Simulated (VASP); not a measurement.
Input of a VASP 6.6.1 run:

The input INCAR:

```
ALGO     = Normal         # electronic algorithm
EDIFF    = 1E-6           # SCF threshold, eV
ENCUT    = 600            # plane-wave cutoff, eV
GGA      = PE             # functional
GGA_COMPAT= F            
ISIF     = 2              # what is computed and relaxed
ISMEAR   = 1              # smearing method
LASPH    = T              # aspherical terms in the spheres
LCHARG   = T              # write CHGCAR
LELF     = T              # ELF
LREAL    = F              # projectors in reciprocal space
LVHAR    = T            
LWAVE    = F              # write WAVECAR
NBANDS   = 82             # bands
NELM     = 120            # most SCF steps
PREC     = Accurate       # precision mode
SIGMA    = 0.05           # smearing width, eV
```

File KPOINTS:

```
k-points
0
Gamma
  3 3 3
```

Contents of POSCAR:

```
NbC
1.0
    0.0000000000      4.4691000000      4.4691000000
    4.4691000000      0.0000000000      4.4691000000
    4.4691000000      4.4691000000      0.0000000000
Nb C
8 8
Direct
    0.0000000000      0.0000000000      0.0000000000
    0.0000000000      0.0000000000      0.5000000000
    0.0000000000      0.5000000000      0.0000000000
    0.0000000000      0.5000000000      0.5000000000
    0.5000000000      0.0000000000      0.0000000000
    0.5000000000      0.0000000000      0.5000000000
    0.5000000000      0.5000000000      0.0000000000
    0.5000000000      0.5000000000      0.5000000000
    0.2500000000      0.2500000000      0.2500000000
    0.2500000000      0.2500000000      0.7500000000
    0.2500000000      0.7500000000      0.2500000000
    0.2500000000      0.7500000000      0.7500000000
    0.7500000000      0.2500000000      0.2500000000
    0.7500000000      0.2500000000      0.7500000000
    0.7500000000      0.7500000000      0.2500000000
    0.7500000000      0.7500000000      0.7500000000
```

Potentials or basis: VASP PAW PBE potentials, release 64 (Nb_sv, C).

Run with:

```bash
$ cat potpaw_PBE.64/Nb_sv/POTCAR potpaw_PBE.64/C/POTCAR > POTCAR
$ mpirun -np 1 vasp_std > vasp.out
```

Question: Estimate the band gap on the k mesh.

Answer: Zero (bands 68 and 69 overlap by 0.70 eV).

Question: Estimate the pressure.

Answer: 2.4 GPa.

Caveat: the k points lie up to 0.41 Å⁻¹ apart, too coarse for converged energies and pressures of a metal.
